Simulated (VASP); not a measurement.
# As (Pm-3m) in VASP: a series of runs

As is run at these levels: r2SCAN; tasks: single point.

All numbers are computed with VASP 6.6.1; they aren't measurements. Logs are shortened: lines on timing, memory, paths and dates and some standing lists are left out, and cuts for length are marked.

**1. The cell of the first run**

It takes space group Pm-3m (No. 221, cubic). The conventional cell has a = 2.672 Å, b = 2.672 Å, c = 2.672 Å, α = 90.00°, β = 90.00°, γ = 90.00°. Within 3.5 Å of As (site symmetry m-3m) lie 6 As at 2.67 Å.

**2. Single point, r2SCAN (volume scaled by 0.96)**

Input file POSCAR:

```
As
1.0
    2.6715177672      0.0000000000      0.0000000000
    0.0000000000      2.6715177672      0.0000000000
    0.0000000000      0.0000000000      2.6715177672
As
1
Direct
    0.0000000000      0.0000000000      0.0000000000
```

Input file INCAR.step1:

```
  ALGO = Normal
  EDIFF = 1E-4
  ENCUT = 520
  GGA = PE
  ISMEAR = -1
  LASPH = T
  LCHARG = F
  LREAL = F
  LWAVE = T
  NBANDS = 8
  NELM = 100
  PREC = Accurate
  SIGMA = 0.1
```

Input file INCAR.step2:

```
  ALGO = Normal
  EDIFF = 1E-7
  ENCUT = 520
  ISIF = 2
  ISMEAR = -1
  ISTART = 1
  LASPH = T
  LCHARG = T
  LELF = T
  LMIXTAU = T
  LREAL = F
  LVHAR = T
  LWAVE = F
  METAGGA = R2SCAN
  NBANDS = 8
  NELM = 100
  PREC = Accurate
  SIGMA = 0.1
```

Input file KPOINTS:

```
k-points
0
Gamma
  13 13 13
```

Potentials or basis: VASP PAW PBE potentials, release 64 (As).

Run with:

```
$ cat potpaw_PBE.64/As/POTCAR > POTCAR
$ cp INCAR.step1 INCAR
$ mpirun -np 1 vasp_std > vasp.out
$ cp INCAR.step2 INCAR
$ mpirun -np 1 vasp_std > vasp.out
```

OUTCAR:

```text
EDIFF = 1E-7
   ENCUT = 520
   ISIF = 2
   ISMEAR = -1
   ISTART = 1
   LASPH = T
   LREAL = F
   METAGGA = R2SCAN
   NELM = 100
   PREC = Accurate

 ion  position               nearest neighbor table
   1  0.000  0.000  0.000-

  LATTYP: Found a simple cubic cell.
 ALAT       =     2.6715177672

  Lattice vectors:

 A1 = (   2.6715177672,   0.0000000000,   0.0000000000)
 A2 = (   0.0000000000,   2.6715177672,   0.0000000000)
 A3 = (   0.0000000000,   0.0000000000,   2.6715177672)

Analysis of symmetry for initial positions (statically):
=====================================================================
 Subroutine PRICEL returns:
 Original cell was already a primitive cell.

 Routine SETGRP: Setting up the symmetry group for a
 simple cubic supercell.

 Subroutine GETGRP returns: Found 48 space group operations
 (whereof 48 operations were pure point group operations)
 out of a pool of 48 trial point group operations.

The static configuration has the point symmetry O_h .

Analysis of symmetry for dynamics (positions and initial velocities):
=====================================================================
 Subroutine PRICEL returns:
 Original cell was already a primitive cell.

 Routine SETGRP: Setting up the symmetry group for a
 simple cubic supercell.

 Subroutine GETGRP returns: Found 48 space group operations
 (whereof 48 operations were pure point group operations)
 out of a pool of 48 trial point group operations.

The dynamic configuration has the point symmetry O_h .

 Subroutine INISYM returns: Found 48 space group operations
 (whereof 48 operations are pure point group operations),
 and found     1 'primitive' translations

----------------------------------------------------------------------------------------

                                     Primitive cell

  volume of cell :      19.0666

  direct lattice vectors                    reciprocal lattice vectors
     2.671517767  0.000000000  0.000000000     0.374319053  0.000000000  0.000000000
     0.000000000  2.671517767  0.000000000     0.000000000  0.374319053  0.000000000
     0.000000000  0.000000000  2.671517767     0.000000000  0.000000000  0.374319053

  length of vectors
     2.671517767  2.671517767  2.671517767     0.374319053  0.374319053  0.374319053

  position of ions in fractional coordinates (direct lattice)
     0.000000000  0.000000000  0.000000000

  ion indices of the primitive-cell ions
   primitive index   ion index
                 1           1

----------------------------------------------------------------------------------------

 KPOINTS: k-points

Automatic generation of k-mesh.
 Grid dimensions read from file:
 generate k-points for:   13   13   13

 Generating k-lattice:

  Cartesian coordinates                     Fractional coordinates (reciprocal lattice)
     0.028793773  0.000000000  0.000000000     0.076923077  0.000000000  0.000000000
     0.000000000  0.028793773  0.000000000     0.000000000  0.076923077  0.000000000
     0.000000000  0.000000000  0.028793773     0.000000000  0.000000000  0.076923077

  Length of vectors
     0.028793773  0.028793773  0.028793773

  Shift w.r.t. Gamma in fractional coordinates (k-lattice)
     0.000000000  0.000000000  0.000000000

 Subroutine IBZKPT returns following result:
 ===========================================

 Found     84 irreducible k-points:

 Following reciprocal coordinates:
            Coordinates               Weight
  0.000000  0.000000  0.000000      1.000000
  0.076923  0.000000  0.000000      6.000000
  0.153846  0.000000  0.000000      6.000000
  0.230769  0.000000  0.000000      6.000000
  0.307692  0.000000  0.000000      6.000000
  0.384615  0.000000  0.000000      6.000000
[... 16 lines left out ...]
  0.307692  0.307692  0.000000     12.000000
  0.384615  0.307692  0.000000     24.000000
 [... further k-points ...]
   k-points           NKPTS =     84   k-points in BZ     NKDIM =     84   number of bands    NBANDS=      8
   number of dos      NEDOS =    301   number of ions     NIONS =      1
   total plane-waves  NPLWV =   8000
   dimension x,y,z NGX =    20 NGY =   20 NGZ =   20
   dimension x,y,z NGXF=    40 NGYF=   40 NGZF=   40
   ions per type =               1
   NGX,Y,Z   is equivalent  to a cutoff of  12.45, 12.45, 12.45 a.u.
   NGXF,Y,Z  is equivalent  to a cutoff of  24.89, 24.89, 24.89 a.u.
 SYSTEM =  unknown system
   PREC   = accura    normal or accurate (medium, high low for compatibility)
   ISTART =      1    job   : 0-new  1-cont  2-samecut
   ICHARG =      0    charge: 1-file 2-atom 10-const
   ISPIN  =      1    spin polarized calculation?
   LNONCOLLINEAR =      F non collinear calculations
   LSORBIT =      F    spin-orbit coupling
   LASPH  =      T    aspherical Exc in radial PAW
   ENCUT  =  520.0 eV  38.22 Ry    6.18 a.u.   4.97  4.97  4.97*2*pi/ulx,y,z
   NELM   =    100;   NELMIN=  2; NELMDL=  0     # of ELM steps
   EDIFF  = 0.1E-06   stopping-criterion for ELM
   LREAL  =      F    real-space projection
   EDIFFG = 0.1E-05   stopping-criterion for IOM
   NSW    =      0    number of steps for IOM
   IBRION =     -1    ionic relax: 0-MD 1-quasi-New 2-CG
   NFREE  =      0    steps in history (QN), initial steepest desc. (CG)
   ISIF   =      2    stress and relaxation
   ISYM   =      2    0-nonsym 1-usesym 2-fastsym
   POTIM  = 0.5000    time-step for ionic-motion
   TEBEG  =    0.0;   TEEND  =   0.0 temperature during run
   PSTRESS=    0.0 pullay stress
   NELECT =       5.0000    total number of electrons
   NUPDOWN=      -1.0000    fix difference up-down
   EMIN   =  10.00;   EMAX   =-10.00  energy-range for DOS
   EFERMI =   0.00;   METHOD = LEGACY
   ISMEAR =    -1;   SIGMA  =   0.10  broadening in eV -4-tet -1-fermi 0-gaus
   EFERMI_NEDOS =   21; number of points for ismear=-14 and -15
   IALGO  =     38    algorithm
   IMIX   =      4    mixing-type and parameters
     AMIX     =   0.40;   BMIX     =  1.00
     AMIX_MAG =   1.60;   BMIX_MAG =  1.00
  volume/ion in A,a.u.               =      19.07       128.67
  Fermi-wavevector in a.u.,A,eV,Ry     =   1.047868  1.980184 14.939582  1.098028
  Thomas-Fermi vector in A             =   2.182766
   LORBIT       =      0    0 simple, 1 ext, 2 COOP (PROOUT), +10 PAW based schemes
   METAGGA = R2SCAN    functional components
   LHFCALC =     F    Hartree Fock is set to
   AEXX    =    0.0000 exact exchange contribution
   IVDW    =     0    specifies the selected vdW correction
   LEPSILON=     F    determine dielectric tensor
   LRPA    =     F    only Hartree local field effects (RPA)
 non-spin polarized calculation
  energy-cutoff  :      520.00
  volume of cell :       19.07
 maximum number of plane-waves:       524
 NGX is ok and might be reduce to    20
   NGX =  9   NGY =  9   NGZ =  9

 number of electron       5.0000001 magnetization

 Free energy of the ion-electron system (eV)
  ---------------------------------------------------
  ext. energy  EPLUGINS =         0.00000000
  ---------------------------------------------------
  free energy    TOTEN  =       -14.56237481 eV

  energy without entropy =      -14.55429895  energy(sigma->0) =      -14.55833688

 E-fermi :   6.3277     XC(G=0): -11.0866

 val. band max:        6.2903342798   @ k =   0.3077   0.2308   0.2308
 cond. band min:       6.3795966332   @ k =   0.3077   0.3077   0.3077
 fundamental gap:      0.0892623534
 Fermi energy:         6.3277037288

 k-point     1 :       0.0000    0.0000    0.0000
  band No.  band energies     occupation
      1      -9.8168      2.00000
      2      10.7120      0.00000
      3      10.7120      0.00000
      4      10.7120      0.00000
      5      15.1435      0.00000
      6      15.1435      0.00000
      7      18.1728      0.00000
      8      32.6917      0.00000

 k-point     2 :       0.0769    0.0000    0.0000
  band No.  band energies     occupation
      1      -9.6983      2.00000
      2       9.2153      0.00000
      3      10.8180      0.00000
      4      10.8180      0.00000
      5      15.2466      0.00000
      6      16.2938      0.00000
      7      18.8250      0.00000
      8      31.0123      0.00000

 k-point     3 :       0.1538    0.0000    0.0000
  band No.  band energies     occupation
      1      -9.3461      2.00000
      2       6.6906      0.05174
      3      11.1278      0.00000
      4      11.1278      0.00000
      5      15.5513      0.00000
      6      17.3689      0.00000
      7      21.1562      0.00000
      8      28.5747      0.00000

 k-point     4 :       0.2308    0.0000    0.0000
  band No.  band energies     occupation
      1      -8.7723      2.00000
      2       4.1875      2.00000
      3      11.6132      0.00000
      4      11.6132      0.00000
      5      16.0407      0.00000
      6      18.1231      0.00000
      7      24.1191      0.00000
      8      26.2946      0.00000

 k-point     5 :       0.3077    0.0000    0.0000
  band No.  band energies     occupation
      1      -8.0097      2.00000
      2       1.9225      2.00000
      3      12.2141      0.00000
      4      12.2141      0.00000
      5      16.6732      0.00000
      6      18.9815      0.00000
      7      24.3264      0.00000
      8      24.3264      0.00000
[... 177 lines left out ...]
 k-point    22 :       0.4615    0.2308    0.0000
  band No.  band energies     occupation
      1      -5.3970      2.00000
      2      -0.2095      2.00000
      3       7.0843      0.00104
      4      13.9721      0.00000
      5      14.0969      0.00000
      6      20.7452      0.00000
      7      22.8540      0.00000
      8      24.0298      0.00000

 k-point    23 :       0.3077    0.3077    0.0000
  band No.  band energies     occupation
      1      -6.1921      2.00000
      2       3.1742      2.00000
      3       3.9991      2.00000
      4      13.6977      0.00000
      5      14.4656      0.00000
      6      19.8903      0.00000
      7      25.5902      0.00000
      8      26.0866      0.00000

 k-point    24 :       0.3846    0.3077    0.0000
  band No.  band energies     occupation
      1      -5.3178      2.00000
      2       1.6425      2.00000
      3       4.3498      2.00000
      4      12.8245      0.00000
      5      14.2858      0.00000
      6      20.7925      0.00000
      7      24.3288      0.00000
      8      26.0424      0.00000

 [... further k-points ...]

------------------------ aborting loop because EDIFF is reached ----------------------------------------

  FORCE on cell =-STRESS in cart. coord.  units (eV):
  Direction    XX          YY          ZZ          XY          YZ          ZX
  --------------------------------------------------------------------------------------
  -------------------------------------------------------------------------------------
  Total        0.4592915      0.4592915      0.4592915      0.0000000      0.0000000      0.0000000
  in kB       38.5944481     38.5944481     38.5944481      0.0000000      0.0000000      0.0000000
  external PRESSURE =      38.5944481 kB  Pullay stress =       0.0000000 kB

 VOLUME and BASIS-vectors are now :
 -----------------------------------------------------------------------------
  energy-cutoff  :      520.00
  volume of cell :       19.07
      direct lattice vectors                 reciprocal lattice vectors
     2.671517767  0.000000000  0.000000000     0.374319053  0.000000000  0.000000000
     0.000000000  2.671517767  0.000000000     0.000000000  0.374319053  0.000000000
     0.000000000  0.000000000  2.671517767     0.000000000  0.000000000  0.374319053

 POSITION                                       TOTAL-FORCE (eV/Angst)
 -----------------------------------------------------------------------------------
      0.00000      0.00000      0.00000         0.000000      0.000000      0.000000
 -----------------------------------------------------------------------------------
    total drift:                               -0.000000      0.000000      0.000000

  FREE ENERGIE OF THE ION-ELECTRON SYSTEM (eV)
  ---------------------------------------------------
  free  energy   TOTEN  =       -14.5623748102 eV

  energy  without entropy=      -14.5542989534  energy(sigma->0) =      -14.55833688
```

Wall time 66 s (1 thread of Intel Xeon 8259CL, shared host); peak memory 0.13 GiB.

What came out:

| Quantity | Value |
| --- | --- |
| Free energy | -14.5624 eV |
| Pressure | 3.9 GPa |

Caveat: the cell differs from its parent crystal (volume scaled by 0.96); the PAW data sets were made with another functional, which shifts forces and pressure a little.

**3. Single point, r2SCAN**

This run uses another cell than the first one, of 19.86 Å³/atom, 1.042 times its volume.

Input file POSCAR:

```
As
1.0
    2.7081184491      0.0000000000      0.0000000000
    0.0000000000      2.7081184491      0.0000000000
    0.0000000000      0.0000000000      2.7081184491
As
1
Direct
    0.0000000000      0.0000000000      0.0000000000
```

Input file INCAR.step1:

```
PREC     = Accurate       # precision mode
ENCUT    = 520            # plane-wave cutoff, eV
ISMEAR   = -1             # smearing method
SIGMA    = 0.1            # smearing width, eV
LREAL    = False          # projectors in reciprocal space
LASPH    = True           # aspherical terms in the spheres
NELM     = 100            # most SCF steps
NBANDS   = 8              # bands
GGA      = PE             # functional
ALGO     = Normal         # electronic algorithm
EDIFF    = 1E-4           # SCF threshold, eV
LWAVE    = True           # write WAVECAR
LCHARG   = False          # write CHGCAR
```

Input file INCAR.step2:

```
PREC     = Accurate       # precision mode
ENCUT    = 520            # plane-wave cutoff, eV
EDIFF    = 1E-6           # SCF threshold, eV
ISMEAR   = -1             # smearing method
SIGMA    = 0.1            # smearing width, eV
LREAL    = False          # projectors in reciprocal space
LASPH    = True           # aspherical terms in the spheres
NELM     = 100            # most SCF steps
ALGO     = Normal         # electronic algorithm
ISIF     = 2              # what is computed and relaxed
LWAVE    = False          # write WAVECAR
LCHARG   = False          # write CHGCAR
METAGGA  = R2SCAN         # meta-GGA
LMIXTAU  = True         
NBANDS   = 8              # bands
ISTART   = 1
```

Input file KPOINTS:

```
regular mesh
0
Gamma
  13 13 13
```

Potentials or basis: VASP PAW PBE potentials, release 64 (As).

Run with:

```
$ cat potpaw_PBE.64/As/POTCAR > POTCAR
$ cp INCAR.step1 INCAR
$ mpirun -np 1 vasp_std > vasp.out
$ cp INCAR.step2 INCAR
$ mpirun -np 1 vasp_std > vasp.out
```

Wall time 58 s (1 thread of Intel Xeon 8259CL, shared host); peak memory 0.13 GiB.

It converged, with:

```
Free energy : -14.5713 eV
Pressure    : -0.1 GPa
```

Levels at points of the mesh, in eV from the Fermi level:
| k point | band 1 | band 2 | band 3 | band 4 | band 5 | band 6 |
| --- | --- | --- | --- | --- | --- | --- |
| (0.00, 0.00, 0.00) | -15.75 | 4.22 | 4.22 | 4.22 | 8.79 | 8.79 |

Caveat: the PAW data sets were made with another functional, which shifts forces and pressure a little.
